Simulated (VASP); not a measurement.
# CsCo3 (Pm-3m) in VASP: single point with PBE

Aim: the single point of CsCo3 with PBE.

Everything below comes from runs of VASP 6.6.1. Logs are shortened: lines on timing, memory, paths and dates and some standing lists are left out, and cuts for length are marked.

## 1. The cell of the first run

Symmetry: Pm-3m, No. 221, cubic system. Conventional cell: a = 3.991 Å, b = 3.991 Å, c = 3.991 Å, α = 90.00°, β = 90.00°, γ = 90.00°. Cs (site symmetry m-3m) has 12 Co at 2.82 Å within 3.7 Å. Within 3.7 Å of Co (site symmetry 4/mmm) lie 4 Cs at 2.82 Å and 8 Co at 2.82 Å.

## 2. Single point, PBE, collinear spin, ferromagnetic start

The input, INCAR:

```
SYSTEM = CsCo3
PREC = Accurate
ENCUT = 600
EDIFF = 1E-6
ISMEAR = 0
SIGMA = 0.1
LREAL = .False.
LASPH = .True.
NELM = 200
ALGO = Normal
ISIF = 2
LWAVE = .False.
LCHARG = .False.
ISPIN = 2
MAGMOM = 0 1.76 1.76 1.76
LORBIT = 11
LMAXMIX = 4
GGA = PE
NBANDS = 42
GGA_COMPAT = .False.
```

The input, KPOINTS:

```
regular mesh
0
Gamma
  4 4 4
  0 0 0
```

The input, POSCAR:

```
CsCo3
1.0
    3.9907862604      0.0000000000      0.0000000000
    0.0000000000      3.9907862604      0.0000000000
    0.0000000000      0.0000000000      3.9907862604
Cs Co
1 3
Direct
    0.0000000000      0.0000000000      0.0000000000
    0.0000000000      0.5000000000      0.5000000000
    0.5000000000      0.0000000000      0.5000000000
    0.5000000000      0.5000000000      0.0000000000
```

Potentials or basis: VASP PAW PBE potentials, release 64 (Cs_sv, Co_sv).

Started as:

```console
$ cat potpaw_PBE.64/Cs_sv/POTCAR potpaw_PBE.64/Co_sv/POTCAR > POTCAR
$ mpirun -np 1 vasp_std > vasp.out
```

OUTCAR:

```text
SYSTEM = CsCo3
   PREC = Accurate
   ENCUT = 600
   EDIFF = 1E-6
   ISMEAR = 0
   LREAL = .False.
   LASPH = .True.
   NELM = 200
   ISIF = 2
   ISPIN = 2
   LORBIT = 11
   GGA = PE

 ion  position               nearest neighbor table
   1  0.000  0.000  0.000-   2 2.82   3 2.82   4 2.82   2 2.82   3 2.82   2 2.82   4 2.82   2 2.82
                             3 2.82   4 2.82   3 2.82   4 2.82
   2  0.000  0.500  0.500-   1 2.82   1 2.82   1 2.82   1 2.82
   3  0.500  0.000  0.500-   1 2.82   1 2.82   1 2.82   1 2.82
   4  0.500  0.500  0.000-   1 2.82   1 2.82   1 2.82   1 2.82

  LATTYP: Found a simple cubic cell.
 ALAT       =     3.9907862604

  Lattice vectors:

 A1 = (   3.9907862604,   0.0000000000,   0.0000000000)
 A2 = (   0.0000000000,   3.9907862604,   0.0000000000)
 A3 = (   0.0000000000,   0.0000000000,   3.9907862604)

Analysis of symmetry for initial positions (statically):
=====================================================================
 Subroutine PRICEL returns:
 Original cell was already a primitive cell.

 Routine SETGRP: Setting up the symmetry group for a
 simple cubic supercell.

 Subroutine GETGRP returns: Found 48 space group operations
 (whereof 48 operations were pure point group operations)
 out of a pool of 48 trial point group operations.

The static configuration has the point symmetry O_h .

Analysis of symmetry for dynamics (positions and initial velocities):
=====================================================================
 Subroutine PRICEL returns:
 Original cell was already a primitive cell.

 Routine SETGRP: Setting up the symmetry group for a
 simple cubic supercell.

 Subroutine GETGRP returns: Found 48 space group operations
 (whereof 48 operations were pure point group operations)
 out of a pool of 48 trial point group operations.

The dynamic configuration has the point symmetry O_h .

Analysis of structural, dynamic, and magnetic symmetry:
=====================================================================
 Subroutine PRICEL returns:
 Original cell was already a primitive cell.

 Routine SETGRP: Setting up the symmetry group for a
 simple cubic supercell.

 Subroutine GETGRP returns: Found 48 space group operations
 (whereof 48 operations were pure point group operations)
 out of a pool of 48 trial point group operations.

The overall configuration has the point symmetry O_h .

 Subroutine INISYM returns: Found 48 space group operations
 (whereof 48 operations are pure point group operations),
 and found     1 'primitive' translations

[... 110 lines left out ...]
   AEXX    =    0.0000 exact exchange contribution
   IVDW    =     0    specifies the selected vdW correction
   LEPSILON=     F    determine dielectric tensor
   LRPA    =     F    only Hartree local field effects (RPA)
 spin polarized calculation
 Gauss-broadening in eV      SIGMA  =   0.10
  energy-cutoff  :      600.00
  volume of cell :       63.56
 maximum number of plane-waves:      2176
 NGX is ok and might be reduce to    32
   NGX = 15   NGY = 15   NGZ = 15

 number of electron      60.0000013 magnetization       4.3750273

 Free energy of the ion-electron system (eV)
  ---------------------------------------------------
  ext. energy  EPLUGINS =         0.00000000
  ---------------------------------------------------
  free energy    TOTEN  =       -15.28454354 eV

  energy without entropy =      -15.26222670  energy(sigma->0) =      -15.27338512

 E-fermi :   8.4684     XC(G=0): -12.2245

 val. band max:        8.3815291908   @ k =   0.5000   0.5000   0.0000
 cond. band min:       8.5304128975   @ k =   0.5000   0.2500   0.2500
 fundamental gap:      0.1488837067
 Fermi energy:         8.4683857875

 spin component 1

 k-point     1 :       0.0000    0.0000    0.0000
  band No.  band energies     occupation
      1     -87.0626      1.00000
      2     -87.0530      1.00000
      3     -87.0530      1.00000
      4     -50.4806      1.00000
      5     -50.4806      1.00000
      6     -50.4806      1.00000
[... 439 lines left out ...]
     41      22.6961      0.00000
     42      22.7794      0.00000
 Fermi energy:         8.4683857875

 spin component 2

 k-point     1 :       0.0000    0.0000    0.0000
  band No.  band energies     occupation
      1     -85.2615      1.00000
      2     -85.2512      1.00000
      3     -85.2512      1.00000
      4     -48.6212      1.00000
      5     -48.6212      1.00000
      6     -48.6212      1.00000
[... 439 lines left out ...]
     41      22.8908      0.00000
     42      22.9786      0.00000

------------------------ aborting loop because EDIFF is reached ----------------------------------------

  FORCE on cell =-STRESS in cart. coord.  units (eV):
  Direction    XX          YY          ZZ          XY          YZ          ZX
  --------------------------------------------------------------------------------------
  -------------------------------------------------------------------------------------
  Total       -0.1511989     -0.1511989     -0.1511989      0.0000000      0.0000000      0.0000000
  in kB       -3.8113942     -3.8113942     -3.8113942      0.0000000      0.0000000      0.0000000
  external PRESSURE =      -3.8113942 kB  Pullay stress =       0.0000000 kB

 VOLUME and BASIS-vectors are now :
 -----------------------------------------------------------------------------
  energy-cutoff  :      600.00
  volume of cell :       63.56
      direct lattice vectors                 reciprocal lattice vectors
     3.990786260  0.000000000  0.000000000     0.250577188  0.000000000  0.000000000
     0.000000000  3.990786260  0.000000000     0.000000000  0.250577188  0.000000000
     0.000000000  0.000000000  3.990786260     0.000000000  0.000000000  0.250577188

 POSITION                                       TOTAL-FORCE (eV/Angst)
 -----------------------------------------------------------------------------------
      0.00000      0.00000      0.00000         0.000000      0.000000      0.000000
      0.00000      1.99539      1.99539         0.000000      0.000000      0.000000
      1.99539      0.00000      1.99539         0.000000      0.000000      0.000000
      1.99539      1.99539      0.00000         0.000000      0.000000      0.000000
 -----------------------------------------------------------------------------------
    total drift:                                0.000000     -0.000000     -0.000000

  FREE ENERGIE OF THE ION-ELECTRON SYSTEM (eV)
  ---------------------------------------------------
  free  energy   TOTEN  =       -15.2845435376 eV

  energy  without entropy=      -15.2622267007  energy(sigma->0) =      -15.27338512

 total charge

# of ion       s       p       d       tot
------------------------------------------
    1        1.873   4.346   0.479   6.697
    2        2.197   6.038   6.828  15.063
    3        2.197   6.038   6.828  15.063
    4        2.197   6.038   6.828  15.063
--------------------------------------------------
tot          8.464  22.460  20.962  51.887

 magnetization (x)

# of ion       s       p       d       tot
------------------------------------------
    1        0.001   0.094  -0.078   0.018
    2       -0.002  -0.004   1.523   1.517
    3       -0.002  -0.004   1.523   1.517
    4       -0.002  -0.004   1.523   1.517
--------------------------------------------------
tot         -0.005   0.082   4.493   4.570
```

OSZICAR:

```text
N       E                     dE             d eps       ncg     rms          rms(c)
DAV:   1     0.141381607043E+04    0.14138E+04   -0.35742E+04  2116   0.378E+03
DAV:   2     0.181142359824E+03   -0.12327E+04   -0.11824E+04  2274   0.109E+03
DAV:   3    -0.766360300558E+01   -0.18881E+03   -0.18252E+03  2576   0.444E+02
DAV:   4    -0.168569527887E+02   -0.91933E+01   -0.90731E+01  2652   0.907E+01
DAV:   5    -0.172195551934E+02   -0.36260E+00   -0.36229E+00  2680   0.207E+01    0.146E+01
DAV:   6    -0.181855398694E+02   -0.96598E+00   -0.24134E+01  2276   0.871E+01    0.256E+01
DAV:   7    -0.153180645050E+02    0.28675E+01   -0.85267E+00  2288   0.537E+01    0.379E+00
DAV:   8    -0.152960020605E+02    0.22062E-01   -0.55043E-01  2776   0.776E+00    0.198E+00
DAV:   9    -0.152865667670E+02    0.94353E-02   -0.50365E-02  2504   0.199E+00    0.643E-01
DAV:  10    -0.152847403301E+02    0.18264E-02   -0.67396E-03  2686   0.981E-01    0.341E-01
DAV:  11    -0.152845226427E+02    0.21769E-03   -0.44104E-03  2624   0.842E-01    0.152E-01
DAV:  12    -0.152845312098E+02   -0.85670E-05   -0.33492E-04  2390   0.283E-01    0.749E-02
DAV:  13    -0.152845368636E+02   -0.56538E-05   -0.18714E-04  2736   0.160E-01    0.405E-02
DAV:  14    -0.152845484190E+02   -0.11555E-04   -0.25997E-05  2180   0.687E-02    0.148E-02
DAV:  15    -0.152845454577E+02    0.29613E-05   -0.29172E-06  1690   0.224E-02    0.678E-03
DAV:  16    -0.152845438258E+02    0.16318E-05   -0.83578E-07  1184   0.167E-02    0.139E-03
DAV:  17    -0.152845435376E+02    0.28824E-06   -0.24653E-07  1022   0.106E-02
   1 F= -.15284544E+02 E0= -.15273385E+02  d E =-.223168E-01  mag=     4.3751
```

stdout:

```text
POSCAR found type information on POSCAR CsCo
 POSCAR found :  2 types and       4 ions
 scaLAPACK will be used
 LDA part: xc-table for (Slater+PW92), standard interpolation
 POSCAR, INCAR and KPOINTS ok, starting setup
 FFT: planning ... GRIDC
 FFT: planning ... GRID_SOFT
 FFT: planning ... GRID
 WAVECAR not read
 entering main loop
```

It took 46 s on 1 thread of Intel Xeon Platinum 8488C (Sapphire Rapids), shared host; peak memory 0.22 GiB.

What came out:

```
Free energy                                           : -15.2845 eV
Pressure                                              : -0.4 GPa
Net moment                                            : 4.38 μB per cell
Site moments                                          : Cs +0.02; Co +1.52 μB
Valence electrons inside the program's atomic spheres : Cs 6.70; Co 15.06
```

Caveat: the k points lie up to 0.39 Å⁻¹ apart; spin-orbit coupling is left out, which moves the levels of the heavy elements.
